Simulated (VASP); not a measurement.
# KSiRu: single point with PBE

System: KSiRu, a sheet with vacuum.

```
K Si Ru
1.0
     4.55221    0.00000    0.00000
     0.00000    4.55221    0.00000
     0.00000    0.00000   28.68315
K Si Ru
1 1 1
Direct
  0.00000 0.00000 0.29255
  0.50000 0.50000 0.33841
  0.50000 0.50000 0.26538
```

```
Program             : VASP 6.6.1
Task                : single point
Functional          : PBE
Potentials or basis : VASP PAW PBE potentials, release 64 (K_sv, Si, Ru_pv)
Cutoff              : 520 eV
k mesh              : 10 × 10 × 1
Occupations         : gaussian, width 0.1 eV
Spin                : no spin polarisation
```

```yaml
Largest_force: 0.090 eV/Å
Band_gap_on_the_k_mesh: zero (an odd number of electrons rules out a gap without spin polarisation)
```

Forces on the atoms (eV/Å):
```
K    0.000  0.000  0.003
Si   0.000  0.000  0.087
Ru   0.000  0.000 -0.090
```

Levels at points of the mesh, in eV from the Fermi level:
```tsv
k point	band 12	band 13	band 14	band 15	band 16	band 17
(0.00, 0.00, 0.00)	-1.25	-0.70	-0.24	1.43	1.89	1.89
(0.50, 0.00, 0.00)	-0.60	-0.15	0.15	0.39	1.95	2.34
(0.50, 0.50, 0.00)	-0.46	0.11	0.49	0.67	0.67	3.13
```

Wall time 5.3 min on 1 thread of Intel(R) Xeon(R) Platinum 8488C (Sapphire Rapids), on a shared host, peak memory 0.78 GiB.
